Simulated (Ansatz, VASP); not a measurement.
# CoPb in VASP and in Ansatz

```
Co Pb
1.0
     3.31320    0.00000    0.00000
     0.00000    3.31320    0.00000
     0.00000    0.00000    3.31320
Co Pb
1 1
Direct
  0.00000 0.00000 0.00000
  0.50000 0.50000 0.50000
```

Alike in both runs: functional PBE; k mesh 16 × 16 × 16; occupations gaussian, width 0.1 eV; collinear spin.

Ansatz relaxed the structure, and its values are those at the end. VASP's run is a single point on that final structure, the one shown.

|  | VASP | Ansatz |
| --- | --- | --- |
| version | VASP 6.6.1 | Ansatz 0.2.0 |
| potentials or method | VASP PAW PBE potentials, release 64 (Co, Pb_d), cutoff 520 eV | scalar-relativistic, plane waves, PAW |
| valence electrons in the cell | 23 | 31 |

VASP gave:

| Item | Value |
| --- | --- |
| gap on the k mesh at the Fermi level (eV) | none |
| pressure (GPa) | -0.1 |
| net moment per atom (μB) | 0.53 |
| size of the moment on the site where the two differ most (μB) | 1.12 |

**Question.** Which values does Ansatz return?

**Answer.** gap on the k mesh at the Fermi level (eV): none; pressure (GPa): 0.0; net moment per atom (μB): 0.53; size of the moment on the site where the two differ most (μB): 1.14.

Site moments also hang on the region over which each program counts them. A gap of «none» marks a metal or a gap that the smearing closes. The functional is the same, so the differences come from potentials, cutoffs and numerics. VASP's potentials hold 23 valence electrons a cell and Ansatz's 31, so a difference there can come from the potentials and not from the codes.

Neither program's run includes spin-orbit coupling.
